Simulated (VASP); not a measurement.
H5Pt:

```
H Pt
1.0
     3.77890    0.00000    0.00000
    -1.88945    3.27263    0.00000
     0.00000    0.00000    4.24078
H Pt
5 1
Direct
  0.50000 0.00000 0.00000
  0.00000 0.50000 0.00000
  0.50000 0.50000 0.00000
  0.33333 0.66667 0.50000
  0.66667 0.33333 0.50000
  0.00000 0.00000 0.00000
```

The cell was built from a structure type or drawn by symmetry, and may not be a known phase.

| Quantity | Value |
| --- | --- |
| Program | VASP 6.6.1 |
| Task | relaxation of cell and atoms |
| Functional | PBE |
| Potentials or basis | VASP PAW PBE potentials, release 64 (H, Pt) |
| Cutoff | 600 eV |
| k mesh | 6 × 6 × 4 |
| Occupations | gaussian, width 0.1 eV |
| Spin | no spin polarisation |

At the start: pressure -13.2 GPa; volume 8.74 Å³/atom.

Question: How do energy, volume and symmetry change on relaxing?

Answer: Over 14 steps the energy falls by 146.6 meV/atom and the volume is 9.46 Å³/atom (+8.3 %); space group P6/mmm (No. 191, to 0.1 Å) before and after.

Step by step:
```csv
step,energy change (eV),largest force (eV/Å),pressure (GPa),volume (Å³)
1,0.0000,0.0000,-13.22,52.45
2,-0.5213,0.0000,-4.80,47.11
3,-0.6035,0.0000,1.01,44.85
4,-0.6057,0.0000,2.37,44.40
5,-0.6362,0.0000,2.55,44.93
6,-0.7191,0.0000,3.15,46.50
7,-0.8037,0.0000,4.90,49.48
8,-0.8369,0.0000,2.94,51.04
9,-0.8643,0.0000,-0.80,54.50
10,-0.8698,0.0000,-0.79,55.14
11,-0.8769,0.0000,-0.81,56.59
12,-0.8729,0.0000,-0.69,59.48
13,-0.8780,0.0000,-0.78,57.54
14,-0.8795,0.0000,0.17,56.78
```

Final structure:
```
H Pt
1.0
     3.44390    0.00000    0.00000
    -1.72195    2.98251    0.00000
     0.00000    0.00000    5.52795
H Pt
5 1
Cartesian
  1.7220 0.0000 5.5280
  -0.8610 1.4913 5.5280
  0.8610 1.4913 5.5280
  0.0000 1.9883 2.7640
  1.7220 0.9942 2.7640
  0.0000 0.0000 5.5280
```

Caveat: the k points lie up to 0.35 Å⁻¹ apart in the final cell, too coarse for converged energies and pressures of a metal; a cell axis changed by over 15 % at a fixed basis, so the end point is rough.
